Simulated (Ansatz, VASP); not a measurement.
**Two plane-wave programs on Hg**

File INCAR:

```
SYSTEM = Hg
  ALGO = Fast
  EDIFF = 1E-6
  ENCUT = 520
  GGA = PE
  ISIF = 2
  ISMEAR = 0
  LASPH = .True.
  LCHARG = .False.
  LREAL = .False.
  LWAVE = .False.
  NBANDS = 12
  NELM = 60
  PREC = Accurate
  SIGMA = 0.1
```

The input KPOINTS:

```
k-points
0
Gamma
  14 14 14
  0 0 0
```

The input POSCAR:

```
Hg
1.0
    2.1769875393     -2.1294111114      0.0820762883
    2.1769875393      2.1294111114      0.0820762883
   -0.2281566587      0.0000000000      2.8056602689
Hg
1
Direct
    0.5000000000      0.5000000000      0.5000000000
```

Input for Ansatz:

```yaml
crystal:
  lattice:
    - [2.1769875393, -2.1294111114, 0.0820762883]
    - [2.1769875393, 2.1294111114, 0.0820762883]
    - [-0.2281566587, 0.0, 2.8056602689]
  atoms:
    - { symbol: Hg, position: [0.5, 0.5, 0.5] }
basis:
  ecutwfc: 420
kpoints:
  mp_grid: { grid: [14, 14, 14] }
hamiltonian:
  xc: pbe
scf:
  occupations: { method: gaussian, width: 0.1 }
output:
  forces: true
  stress: true
  eigenvalues: true
  populations: true
```

Alike in both runs: task single point; functional PBE; k mesh 14 × 14 × 14; occupations gaussian, width 0.1 eV; no spin polarisation.

```csv
,VASP,Ansatz
version,VASP 6.6.1,Ansatz 0.2.0
potentials or method,"VASP PAW PBE potentials, release 64 (Hg), cutoff 520 eV","scalar-relativistic, plane waves, PAW"
valence electrons in the cell,12,20
```

```tsv
	VASP	Ansatz	Ansatz less VASP
gap on the k mesh at the Fermi level (eV)	none	none	-
pressure (GPa)	4.6	4.2	-0.42
traceless stress, the component that is largest in VASP (GPa)	3.32	3.05	-0.269
```

A gap of «none» marks a metal or a gap that the smearing closes. VASP's potentials hold 12 valence electrons a cell and Ansatz's 20, so a difference there can come from the potentials and not from the codes.

Spin-orbit coupling is off throughout.
